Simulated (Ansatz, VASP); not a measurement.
## ZnO: VASP beside Ansatz

INCAR

```
SYSTEM = ZnO
ALGO     = Normal         ! electronic algorithm
EDIFF    = 1E-7           ! SCF threshold, eV
ENCUT    = 520            ! plane-wave cutoff, eV
GGA      = PE             ! functional
ISIF     = 2              ! what is computed and relaxed
ISMEAR   = 0              ! smearing method
IVDW     = 12             ! dispersion correction
LASPH    = .True.         ! aspherical terms in the spheres
LCHARG   = .False.        ! write CHGCAR
LREAL    = .False.        ! projectors in reciprocal space
LWAVE    = .False.        ! write WAVECAR
NBANDS   = 26             ! bands
NELM     = 60             ! most SCF steps
PREC     = Accurate       ! precision mode
SIGMA    = 0.05           ! smearing width, eV
```

KPOINTS

```
k-points
0
Gamma
  9 9 4
  0 0 0
```

The input POSCAR:

```
ZnO
1.0
    3.1893281439      0.0000000000      0.0000000000
   -1.5946640719      2.7620391936      0.0000000000
    0.0000000000      0.0000000000      6.9165281095
Zn O
2 2
Direct
    0.0000000000      0.0000000000      0.7500000000
    0.0000000000      0.0000000000      0.2500000000
    0.3333333333      0.6666666667      0.2500000000
    0.6666666667      0.3333333333      0.7500000000
```

Input for Ansatz:

```yaml
crystal:
  lattice:
    - [3.1893281439, 0.0, 0.0]
    - [-1.5946640719, 2.7620391936, 0.0]
    - [0.0, 0.0, 6.9165281095]
  atoms:
    - { symbol: Zn, position: [0.0, 0.0, 0.75] }
    - { symbol: Zn, position: [0.0, 0.0, 0.25] }
    - { symbol: O, position: [0.3333333333, 0.6666666667, 0.25] }
    - { symbol: O, position: [0.6666666667, 0.3333333333, 0.75] }
basis:
  ecutwfc: 420
kpoints:
  mp_grid: { grid: [9, 9, 4] }
hamiltonian:
  xc: pbe
  dispersion: d3bj
scf:
  occupations: { method: gaussian, width: 0.05 }
output:
  forces: true
  stress: true
  eigenvalues: true
```

Change from the starting cell: strain -0.030 along x and y, -0.030 along z, atoms carried along.

Alike in both runs: task single point; functional PBE; dispersion D3(BJ); k mesh 9 × 9 × 4; occupations gaussian, width 0.05 eV; no spin polarisation.

|  | VASP | Ansatz |
| --- | --- | --- |
| version | VASP 6.6.1 | Ansatz 0.2.0 |
| potentials or method | VASP PAW PBE potentials, release 64 (Zn, O), cutoff 520 eV | scalar-relativistic, plane waves, PAW |
| valence electrons in the cell | 36 | 36 |

```csv
,VASP,Ansatz,Ansatz less VASP
gap on the k mesh at the Fermi level (eV),0.82,0.81,-0.007
least direct gap on the mesh (eV),0.82,0.81,-0.007
pressure (GPa),8.2,7.2,-1.05
"traceless stress, the component that is largest in VASP (GPa)",-9.91,-8.76,+1.150
```
